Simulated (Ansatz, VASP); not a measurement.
CdS: VASP beside Ansatz

File POSCAR:

```
CdS
1.0
    3.9280592432      0.0000000000      0.0000000000
   -1.9640296216      3.4017990922      0.0000000000
    0.0000000000      0.0000000000      7.0864500000
Cd S
2 2
Direct
    0.3333333333      0.6666666667      0.0000000000
    0.6666666667      0.3333333333      0.5000000000
    0.3333333333      0.6666666667      0.3850000000
    0.6666666667      0.3333333333      0.8850000000
```

Contents of INCAR.step1:

```
SYSTEM = CdS
PREC = Accurate ; ENCUT = 520
ISMEAR = 0 ; SIGMA = 0.05
LREAL = .False. ; LASPH = .True.
NELM = 100 ; NBANDS = 26
GGA = PE ; ALGO = Normal
EDIFF = 1E-4 ; LWAVE = .True.
LCHARG = .False.
```

The input INCAR.step2:

```
SYSTEM = CdS
PREC = Accurate ; ENCUT = 520
EDIFF = 1E-7 ; ISMEAR = 0
SIGMA = 0.05 ; LREAL = .False.
LASPH = .True. ; NELM = 100
ALGO = Normal ; ISIF = 2
LWAVE = .False. ; LCHARG = .False.
METAGGA = R2SCAN ; LMIXTAU = .True.
NBANDS = 26 ; ISTART = 1
```

The input KPOINTS:

```
Automatic mesh
0
Gamma
  12 12 4
  0 0 0
```

Input for Ansatz:

```yaml
crystal:
  lattice:
    - [3.9280592432, 0.0, 0.0]
    - [-1.9640296216, 3.4017990922, 0.0]
    - [0.0, 0.0, 7.08645]
  atoms:
    - { symbol: Cd, position: [0.3333333333, 0.6666666667, 0.0] }
    - { symbol: Cd, position: [0.6666666667, 0.3333333333, 0.5] }
    - { symbol: S, position: [0.3333333333, 0.6666666667, 0.385] }
    - { symbol: S, position: [0.6666666667, 0.3333333333, 0.885] }
basis:
  ecutwfc: 500
kpoints:
  mp_grid: { grid: [12, 12, 4] }
hamiltonian:
  xc: r2scan
scf:
  occupations: { method: gaussian, width: 0.05 }
output:
  forces: true
  stress: true
  eigenvalues: true
```

Change from the starting cell: strain -0.050 along x and y, +0.050 along z, atoms carried along.

Alike in both runs: task single point; functional r2SCAN; k mesh 12 × 12 × 4; occupations gaussian, width 0.05 eV; no spin polarisation.

|  | VASP | Ansatz |
| --- | --- | --- |
| version | VASP 6.6.1 | Ansatz 0.2.0 |
| potentials or method | VASP PAW PBE potentials, release 64 (Cd, S), cutoff 520 eV | scalar-relativistic, plane waves, PAW |
| valence electrons in the cell | 36 | 52 |

VASP gave:

- gap on the k mesh at the Fermi level (eV): 1.58
- least direct gap on the mesh (eV): 1.58
- pressure (GPa): 7.6
- traceless stress, the component that is largest in VASP (GPa): -9.38
- rms of the force components (eV/Å): 0.589

Q: What did Ansatz give for the same quantities?

A: gap on the k mesh at the Fermi level (eV): 1.58; least direct gap on the mesh (eV): 1.58; pressure (GPa): 7.1; traceless stress, the component that is largest in VASP (GPa): -9.18; rms of the force components (eV/Å): 0.571.

VASP's potentials were made for PBE, not for r2SCAN. Atom by atom the forces differ by 0.018 eV/Å (rms over components). VASP's potentials hold 36 valence electrons a cell and Ansatz's 52, so a difference there can come from the potentials and not from the codes.
